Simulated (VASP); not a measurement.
# TaN (P-6m2) in VASP: a series of runs

The runs below take TaN through density of states, vibrations by perturbation theory, with PBEsol, PBE.

Everything below comes from runs of VASP 6.6.1. Logs are shortened: lines on timing, memory, paths and dates and some standing lists are left out, and cuts for length are marked.

## Step 1: The cell of the first run

Symmetry: P-6m2, No. 187, hexagonal system. Conventional cell: a = 2.950 Å, b = 2.950 Å, c = 2.898 Å, α = 90.00°, β = 90.00°, γ = 120.00°. Ta (site symmetry -6m2) has 6 N at 2.24 Å and 8 Ta at 2.90 to 2.95 Å within 3.0 Å. Within 3.0 Å of N (site symmetry -6m2) lie 6 Ta at 2.24 Å and 8 N at 2.90 to 2.95 Å.

## Step 2: Density of states, PBEsol

Contents of POSCAR:

```
TaN
1.0
    2.9501846799      0.0000000000      0.0000000000
   -1.4750923399      2.5549348786      0.0000000000
    0.0000000000      0.0000000000      2.8977716016
Ta N
1 1
Direct
    0.3333333333      0.6666666667      0.5000000000
    0.0000000000      0.0000000000      0.0000000000
```

Contents of INCAR.step1:

```
  ALGO = Normal
  EDIFF = 1E-6
  ENCUT = 520
  GGA = PS
  ISIF = 2
  ISMEAR = 0
  LASPH = T
  LCHARG = T
  LMAXMIX = 4
  LREAL = F
  LWAVE = F
  NBANDS = 15
  NELM = 100
  PREC = Accurate
  SIGMA = 0.1
```

Contents of KPOINTS.step1:

```
k-points
0
Gamma
  18 18 14
```

Contents of INCAR.step2:

```
  ALGO = Normal
  EDIFF = 1E-6
  ENCUT = 520
  GGA = PS
  ICHARG = 11
  ISIF = 2
  ISMEAR = -5
  LASPH = T
  LCHARG = F
  LMAXMIX = 4
  LORBIT = 11
  LREAL = F
  LWAVE = F
  NEDOS = 1001
  NELM = 100
  PREC = Accurate
  SIGMA = 0.1
```

Contents of KPOINTS.step2:

```
k-points
0
Gamma
  27 27 21
```

Potentials or basis: VASP PAW PBE potentials, release 64 (Ta_pv, N).

Command:

```bash
$ cat potpaw_PBE.64/Ta_pv/POTCAR potpaw_PBE.64/N/POTCAR > POTCAR
$ cp INCAR.step1 INCAR
$ cp KPOINTS.step1 KPOINTS
$ mpirun -np 1 vasp_std > vasp.out
$ cp INCAR.step2 INCAR
$ cp KPOINTS.step2 KPOINTS
$ mpirun -np 1 vasp_std > vasp.out
```

OUTCAR:

```text
EDIFF = 1E-6
   ENCUT = 520
   GGA = PS
   ICHARG = 11
   ISIF = 2
   ISMEAR = -5
   LASPH = T
   LORBIT = 11
   LREAL = F
   NELM = 100
   PREC = Accurate

 ion  position               nearest neighbor table
   1  0.333  0.667  0.500-   2 2.24   2 2.24   2 2.24   2 2.24   2 2.24   2 2.24
   2  0.000  0.000  0.000-   1 2.24   1 2.24   1 2.24   1 2.24   1 2.24   1 2.24

  LATTYP: Found a hexagonal cell.
 ALAT       =     2.9501846799
 C/A-ratio  =     0.9822339670

  Lattice vectors:

 A1 = (   2.9501846799,   0.0000000000,   0.0000000000)
 A2 = (  -1.4750923399,   2.5549348786,   0.0000000000)
 A3 = (   0.0000000000,   0.0000000000,   2.8977716016)

Analysis of symmetry for initial positions (statically):
=====================================================================
 Subroutine PRICEL returns:
 Original cell was already a primitive cell.

 Routine SETGRP: Setting up the symmetry group for a
 hexagonal supercell.

 Subroutine GETGRP returns: Found 12 space group operations
 (whereof 12 operations were pure point group operations)
 out of a pool of 24 trial point group operations.

The static configuration has the point symmetry D_3h.

Analysis of symmetry for dynamics (positions and initial velocities):
=====================================================================
 Subroutine PRICEL returns:
 Original cell was already a primitive cell.

 Routine SETGRP: Setting up the symmetry group for a
 hexagonal supercell.

 Subroutine GETGRP returns: Found 12 space group operations
 (whereof 12 operations were pure point group operations)
 out of a pool of 24 trial point group operations.

The dynamic configuration has the point symmetry D_3h.

 Subroutine INISYM returns: Found 12 space group operations
 (whereof 12 operations are pure point group operations),
 and found     1 'primitive' translations

----------------------------------------------------------------------------------------

                                     Primitive cell

  volume of cell :      21.8420

  direct lattice vectors                    reciprocal lattice vectors
     2.950184680  0.000000000  0.000000000     0.338961831  0.195699704  0.000000000
    -1.475092340  2.554934879  0.000000000     0.000000000  0.391399408  0.000000000
     0.000000000  0.000000000  2.897771602     0.000000000  0.000000000  0.345092760

  length of vectors
     2.950184680  2.950184680  2.897771602     0.391399408  0.391399408  0.345092760

  position of ions in fractional coordinates (direct lattice)
     0.333333333  0.666666667  0.500000000
     0.000000000  0.000000000  0.000000000

  ion indices of the primitive-cell ions
   primitive index   ion index
                 1           1
                 2           2

----------------------------------------------------------------------------------------

 KPOINTS: k-points

Automatic generation of k-mesh.
 Grid dimensions read from file:
 generate k-points for:   27   27   21

 Generating k-lattice:

  Cartesian coordinates                     Fractional coordinates (reciprocal lattice)
     0.012554142  0.007248137  0.000000000     0.037037037  0.000000000  0.000000000
     0.000000000  0.014496274  0.000000000     0.000000000  0.037037037  0.000000000
     0.000000000  0.000000000  0.016432989     0.000000000  0.000000000  0.047619048

  Length of vectors
     0.014496274  0.014496274  0.016432989

  Shift w.r.t. Gamma in fractional coordinates (k-lattice)
     0.000000000  0.000000000  0.000000000

 TETIRR: Found  15156 inequivalent tetrahedra from    91854

 Subroutine IBZKPT returns following result:
 ===========================================

 Found    825 irreducible k-points:

 Following reciprocal coordinates:
            Coordinates               Weight
  0.000000  0.000000  0.000000      1.000000
  0.037037  0.000000  0.000000      6.000000
  0.074074  0.000000  0.000000      6.000000
  0.111111  0.000000  0.000000      6.000000
  0.148148  0.000000  0.000000      6.000000
  0.185185  0.000000  0.000000      6.000000
[... 16 lines left out ...]
  0.333333  0.037037  0.000000     12.000000
  0.370370  0.037037  0.000000     12.000000
 [... further k-points ...]
   k-points           NKPTS =    825   k-points in BZ     NKDIM =    825   number of bands    NBANDS=     12
   number of dos      NEDOS =   1001   number of ions     NIONS =      2
   total plane-waves  NPLWV =  13824
   dimension x,y,z NGX =    24 NGY =   24 NGZ =   24
   dimension x,y,z NGXF=    48 NGYF=   48 NGZF=   48
   ions per type =               1   1
   NGX,Y,Z   is equivalent  to a cutoff of  13.52, 13.52, 13.77 a.u.
   NGXF,Y,Z  is equivalent  to a cutoff of  27.05, 27.05, 27.54 a.u.
 SYSTEM =  unknown system
   PREC   = accura    normal or accurate (medium, high low for compatibility)
   ISTART =      0    job   : 0-new  1-cont  2-samecut
   ICHARG =     11    charge: 1-file 2-atom 10-const
   ISPIN  =      1    spin polarized calculation?
   LNONCOLLINEAR =      F non collinear calculations
   LSORBIT =      F    spin-orbit coupling
   LASPH  =      T    aspherical Exc in radial PAW
   ENCUT  =  520.0 eV  38.22 Ry    6.18 a.u.   5.49  5.49  5.39*2*pi/ulx,y,z
   NELM   =    100;   NELMIN=  2; NELMDL=  0     # of ELM steps
   EDIFF  = 0.1E-05   stopping-criterion for ELM
   LREAL  =      F    real-space projection
   EDIFFG = 0.1E-04   stopping-criterion for IOM
   NSW    =      0    number of steps for IOM
   IBRION =     -1    ionic relax: 0-MD 1-quasi-New 2-CG
   NFREE  =      0    steps in history (QN), initial steepest desc. (CG)
   ISIF   =      2    stress and relaxation
   ISYM   =      2    0-nonsym 1-usesym 2-fastsym
   POTIM  = 0.5000    time-step for ionic-motion
   TEBEG  =    0.0;   TEEND  =   0.0 temperature during run
   PSTRESS=    0.0 pullay stress
   NELECT =      16.0000    total number of electrons
   NUPDOWN=      -1.0000    fix difference up-down
   EMIN   =  10.00;   EMAX   =-10.00  energy-range for DOS
   EFERMI =   0.00;   METHOD = LEGACY
   ISMEAR =    -5;   SIGMA  =   0.10  broadening in eV -4-tet -1-fermi 0-gaus
   EFERMI_NEDOS =   21; number of points for ismear=-14 and -15
   IALGO  =     38    algorithm
   IMIX   =      4    mixing-type and parameters
     AMIX     =   0.40;   BMIX     =  1.00
     AMIX_MAG =   1.60;   BMIX_MAG =  1.00
  volume/ion in A,a.u.               =      10.92        73.70
  Fermi-wavevector in a.u.,A,eV,Ry     =   1.475765  2.788791 29.631873  2.177881
  Thomas-Fermi vector in A             =   2.590374
   LORBIT       =     11    0 simple, 1 ext, 2 COOP (PROOUT), +10 PAW based schemes
   GGA     = PS    functional components
   LHFCALC =     F    Hartree Fock is set to
   AEXX    =    0.0000 exact exchange contribution
   IVDW    =     0    specifies the selected vdW correction
   LEPSILON=     F    determine dielectric tensor
   LRPA    =     F    only Hartree local field effects (RPA)
 non-spin polarized calculation
 Fermi weights with tetrahedron method with Bloechl corrections
  energy-cutoff  :      520.00
  volume of cell :       21.84
 maximum number of plane-waves:       611
 NGX is ok and might be reduce to    24

 number of electron      16.0000001 magnetization

 Free energy of the ion-electron system (eV)
  ---------------------------------------------------
  ext. energy  EPLUGINS =         0.00000000
  ---------------------------------------------------
  free energy    TOTEN  =       -23.79119947 eV

  energy without entropy =      -23.79119947  energy(sigma->0) =      -23.79119947

 E-fermi :   7.9312     XC(G=0): -13.4324

 val. band max:        7.9621843799   @ k =   0.0370   0.0000   0.3333
 cond. band min:       7.9318867404   @ k =   0.0370   0.0000   0.4286
 fundamental gap:     -0.0302976395
 Fermi energy:         7.9312497127

 k-point     1 :       0.0000    0.0000    0.0000
  band No.  band energies     occupation
      1     -26.8689      2.00000
      2     -26.6062      2.00000
      3     -26.6062      2.00000
      4      -9.6802      2.00000
      5       3.4566      2.00000
      6       3.4566      2.00000
      7       3.7854      2.00000
      8       5.0542      2.00000
      9      10.0744      0.00000
     10      11.4832      0.00000
     11      11.4833      0.00000
     12      11.8528      0.00000

 k-point     2 :       0.0370    0.0000    0.0000
  band No.  band energies     occupation
      1     -26.8671      2.00000
      2     -26.6208      2.00000
      3     -26.6093      2.00000
      4      -9.6518      2.00000
      5       3.3580      2.00000
      6       3.4782      2.00000
      7       3.8332      2.00000
      8       5.0121      2.00000
      9      10.1834      0.00000
     10      11.4206      0.00000
     11      11.4870      0.00000
     12      11.8380      0.00000

 k-point     3 :       0.0741    0.0000    0.0000
  band No.  band energies     occupation
      1     -26.8617      2.00000
      2     -26.6635      2.00000
      3     -26.6184      2.00000
      4      -9.5676      2.00000
      5       3.1051      2.00000
      6       3.5417      2.00000
      7       3.9504      2.00000
      8       4.8914      2.00000
      9      10.4831      0.00000
     10      11.2504      0.00000
     11      11.5002      0.00000
     12      11.7950      0.00000
[... 286 lines left out ...]
 k-point    23 :       0.3333    0.0370    0.0000
  band No.  band energies     occupation
      1     -27.4109      2.00000
      2     -26.7943      2.00000
      3     -26.7585      2.00000
      4      -7.8911      2.00000
      5       0.2719      2.00000
      6       3.1713      2.00000
      7       4.4390      2.00000
      8       5.0193      2.00000
      9      10.5360      0.00000
     10      10.9650      0.00000
     11      12.5513      0.00000
     12      13.1557      0.00000

 k-point    24 :       0.3704    0.0370    0.0000
  band No.  band energies     occupation
      1     -27.4891      2.00000
      2     -26.8135      2.00000
      3     -26.7469      2.00000
      4      -7.6855      2.00000
      5       0.0411      2.00000
      6       3.0187      2.00000
      7       4.4292      2.00000
      8       5.0080      2.00000
      9      10.8799      0.00000
     10      10.9617      0.00000
     11      12.7562      0.00000
     12      13.1877      0.00000

 [... further k-points ...]
[... 5 lines left out ...]
  --------------------------------------------------------------------------------------
  -------------------------------------------------------------------------------------
  Total       -1.1189890     -1.1189890     -1.2838555     -0.0000000      0.0000000      0.0000000
  in kB      -82.0811110    -82.0811110    -94.1745467     -0.0000000      0.0000000      0.0000000
  external PRESSURE =     -86.1122562 kB  Pullay stress =       0.0000000 kB

 VOLUME and BASIS-vectors are now :
 -----------------------------------------------------------------------------
  energy-cutoff  :      520.00
  volume of cell :       21.84
      direct lattice vectors                 reciprocal lattice vectors
     2.950184680  0.000000000  0.000000000     0.338961831  0.195699704  0.000000000
    -1.475092340  2.554934879  0.000000000     0.000000000  0.391399408  0.000000000
     0.000000000  0.000000000  2.897771602     0.000000000  0.000000000  0.345092760

 POSITION                                       TOTAL-FORCE (eV/Angst)
 -----------------------------------------------------------------------------------
     -0.00000      1.70329      1.44889         0.000000      0.000000      0.000000
      0.00000      0.00000      0.00000        -0.000000      0.000000      0.000000
 -----------------------------------------------------------------------------------
    total drift:                                0.000753     -0.000435     -0.000000

  FREE ENERGIE OF THE ION-ELECTRON SYSTEM (eV)
  ---------------------------------------------------
  free  energy   TOTEN  =       -23.7911994671 eV

  energy  without entropy=      -23.7911994671  energy(sigma->0) =      -23.79119947

 total charge

# of ion       s       p       d       tot
------------------------------------------
    1        0.301   6.259   2.416   8.976
    2        1.220   2.481   0.000   3.701
--------------------------------------------------
tot          1.522   8.740   2.416  12.678
```

Wall time 58 s (1 thread of Intel Xeon 6975P-C (Granite Rapids), shared host); peak memory 0.37 GiB.

What came out:

```
Valence electrons inside the program's atomic spheres : Ta 8.98; N 3.70
```

Caveat: the PAW data sets were made with another functional, which shifts forces and pressure a little; spin-orbit coupling is left out, which moves the levels of the heavy elements; tetrahedron occupations give inexact forces and stress in metals.

## Step 3: Vibrations by perturbation theory, PBE

This run uses another cell than the first one, of 10.83 Å³/atom, 0.991 times its volume.

Contents of INCAR:

```
SYSTEM = TaN
PREC     = Accurate       ! precision mode
ENCUT    = 520            ! plane-wave cutoff, eV
EDIFF    = 1E-8           ! SCF threshold, eV
ISMEAR   = -1             ! smearing method
SIGMA    = 0.15           ! smearing width, eV
LREAL    = .False.        ! projectors in reciprocal space
LASPH    = .True.         ! aspherical terms in the spheres
NELM     = 100            ! most SCF steps
ALGO     = Normal         ! electronic algorithm
ISIF     = 2              ! what is computed and relaxed
LWAVE    = .False.        ! write WAVECAR
LCHARG   = .False.        ! write CHGCAR
GGA      = PE             ! functional
NBANDS   = 15             ! bands
IBRION   = 8              ! ionic algorithm
NSW      = 1              ! ionic steps
```

Contents of KPOINTS:

```
Automatic mesh
0
Gamma
  18 18 14
  0 0 0
```

Contents of POSCAR:

```
TaN
1.0
    2.9413566361      0.0000000000      0.0000000000
   -1.4706783181      2.5472895684      0.0000000000
    0.0000000000      0.0000000000      2.8899252566
Ta N
1 1
Direct
    0.3333333333      0.6666666667      0.5000000000
    0.0000000000      0.0000000000      0.0000000000
```

Potentials or basis: VASP PAW PBE potentials, release 64 (Ta_pv, N).

Command:

```bash
$ cat potpaw_PBE.64/Ta_pv/POTCAR potpaw_PBE.64/N/POTCAR > POTCAR
$ mpirun -np 1 vasp_std > vasp.out
```

OUTCAR:

```text
SYSTEM = TaN
   PREC = Accurate
   ENCUT = 520
   EDIFF = 1E-8
   ISMEAR = -1
   LREAL = .False.
   LASPH = .True.
   NELM = 100
   ISIF = 2
   GGA = PE
   IBRION = 8
   NSW = 1

 ion  position               nearest neighbor table
   1  0.333  0.667  0.500-   2 2.23   2 2.23   2 2.23   2 2.23   2 2.23   2 2.23
   2  0.000  0.000  0.000-   1 2.23   1 2.23   1 2.23   1 2.23   1 2.23   1 2.23

  LATTYP: Found a hexagonal cell.
 ALAT       =     2.9413566361
 C/A-ratio  =     0.9825144021

  Lattice vectors:

 A1 = (   2.9413566361,   0.0000000000,   0.0000000000)
 A2 = (  -1.4706783181,   2.5472895684,   0.0000000000)
 A3 = (   0.0000000000,   0.0000000000,   2.8899252566)

Analysis of symmetry for initial positions (statically):
=====================================================================
 Subroutine PRICEL returns:
[... 673 lines left out ...]
------------------------ aborting loop because EDIFF is reached ----------------------------------------

 INTERNAL STRAIN TENSOR  FOR ION    2  DIRECTION 3   (eV/Angst):
 -----------------------------------------------------------------------------
     0.00318  0.00000 -0.00000
     0.00000  0.00318  0.00000
     0.00000  0.00000  0.00721

 INTERNAL STRAIN TENSOR FOR ION    2 for displacements in x,y,z  (eV/Angst):
          X           Y           Z          XY          YZ          ZX
  --------------------------------------------------------------------------------
  x     0.00000    -0.00000    -0.00000    -1.94064     0.00000     0.00000
  y    -1.94064     1.94064     0.00000    -0.00000     0.00000     0.00000
  z     0.00000     0.00000     0.00000     0.00000     0.00000    -0.00000

 SECOND DERIVATIVES (NOT SYMMETRIZED)
 ------------------------------------
               1X          1Y          1Z          2X          2Y          2Z
  1X   -12.925668    0.000000    0.000000   12.925668   -0.000000    0.000000
  1Y     0.000000  -12.925668    0.000000   -0.000000   12.925668    0.000000
  1Z     0.000000    0.000000  -14.066646   -0.000000    0.000000   14.066646
  2X    12.923585   -0.000000    0.000000  -12.923585    0.000000    0.000000
  2Y    -0.000000   12.923585    0.000000    0.000000  -12.923585    0.000000
  2Z     0.000000   -0.000000   14.059518    0.000000    0.000000  -14.059518

 Eigenvectors and eigenvalues of the dynamical matrix
 ----------------------------------------------------

   1 f  =   16.261026 THz   102.171038 2PiTHz  542.409431 cm-1    67.250168 meV
             X         Y         Z           dx          dy          dz
     -0.000000  1.698193  1.444963     0.000000    0.000000   -0.268053
      0.000000  0.000000  0.000000     0.000000   -0.000000    0.963404
[... 21 lines left out ...]
   6 f/i=    0.001064 THz     0.006686 2PiTHz    0.035496 cm-1     0.004401 meV
             X         Y         Z           dx          dy          dz
     -0.000000  1.698193  1.444963     0.000000    0.000000   -0.963404
      0.000000  0.000000  0.000000     0.000000    0.000000   -0.268053

--------------------------------------------------------------------------------------------------------

 ELASTIC MODULI CONTR FROM IONIC RELAXATION (kBar)
 Direction    XX          YY          ZZ          XY          YZ          ZX
 --------------------------------------------------------------------------------
 XX         -10.4847     10.4847      0.0000      0.0000      0.0000      0.0000
 YY          10.4847    -10.4847     -0.0000      0.0000      0.0000     -0.0000
 ZZ           0.0000     -0.0000     -0.0000      0.0000      0.0000      0.0000
 XY           0.0000      0.0000      0.0000    -10.4847      0.0000      0.0000
 YZ           0.0000      0.0000      0.0000      0.0000      0.0000      0.0000
 ZX           0.0000     -0.0000      0.0000      0.0000      0.0000     -0.0000
 --------------------------------------------------------------------------------
```

OSZICAR:

```text
N       E                     dE             d eps       ncg     rms          rms(c)
DAV:   1     0.917812574309E+02    0.91781E+02   -0.87703E+03  8880   0.113E+03
DAV:   2    -0.221009242676E+02   -0.11388E+03   -0.10697E+03 10791   0.306E+02
DAV:   3    -0.249778559337E+02   -0.28769E+01   -0.28626E+01 10070   0.453E+01
DAV:   4    -0.249897073425E+02   -0.11851E-01   -0.11848E-01 11596   0.317E+00
[... 83 lines left out ...]
RMM:   9    -0.234890028862E+00   -0.94800E-06    0.48760E-09 25311   0.213E-04    0.209E-05
RMM:  10    -0.234889652292E+00    0.37657E-06    0.24230E-10 25238   0.540E-05    0.625E-06
RMM:  11    -0.234889729740E+00   -0.77447E-07    0.34363E-10 25988   0.178E-05    0.145E-06
RMM:  12    -0.234889754826E+00   -0.25086E-07    0.29623E-10 24794   0.520E-06    0.564E-07
RMM:  13    -0.234889751292E+00    0.35336E-08    0.35776E-10 17333   0.173E-06    0.102E-07
 Linear response finished
```

It took 8.9 min on 1 thread of Intel Xeon 6975P-C (Granite Rapids), shared host; peak memory 0.91 GiB.

What came out:

```yaml
Highest_phonon_frequency_at_Γ_LO-TO_splitting_left_out: 542 cm⁻¹
```

Phonon frequencies in cm⁻¹ (negative: imaginary):
```
              q point        frequencies
(0.000, 0.000, 0.000)  0 0 0 520 520 542
```

Caveat: the cell wasn't relaxed at this level first, which shifts response properties; spin-orbit coupling is left out, which moves the levels of the heavy elements.

(Part 1 of 2 ends here.)
